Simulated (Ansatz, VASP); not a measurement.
## One calculation of Li3O, two programs

```xyz
8
Lattice="0.0000 4.3171 3.1984 4.3807 0.0000 3.1984 4.3807 4.3171 0.0000" Properties=species:S:1:pos:R:3 pbc="T T T"
Li    5.1283    1.0200    3.1790
Li   -0.7476    3.2971    3.1790
Li    7.3187    5.4557    1.5798
Li    1.4428    3.1785    1.5798
Li    4.3807    4.3171    3.1803
Li    6.5711    6.4757    4.7795
O     2.1904    2.1586    0.2015
O     4.3807    4.3171    4.9991
```

Alike in both runs: functional PBE; k mesh 4 × 4 × 4; occupations gaussian, width 0.1 eV; no spin polarisation.

Ansatz relaxed the structure, and its values are those at the end. VASP's run is a single point on that final structure, the one shown.

|  | VASP | Ansatz |
| --- | --- | --- |
| version | VASP 6.6.1 | Ansatz 0.2.0 |
| potentials or method | VASP PAW PBE potentials, release 64 (Li_sv, O), cutoff 520 eV | scalar-relativistic, plane waves, PAW |
| valence electrons in the cell | 30 | 30 |

VASP gave:

- gap on the k mesh at the Fermi level (eV): none
- rms of the force components (eV/Å): 0.015

What did Ansatz give for the same quantities?

gap on the k mesh at the Fermi level (eV): none; rms of the force components (eV/Å): 0.003.

A gap of «none» marks a metal or a gap that the smearing closes.

Noted on VASP's run: the cutoff is short for stress, so the pressure is rough.
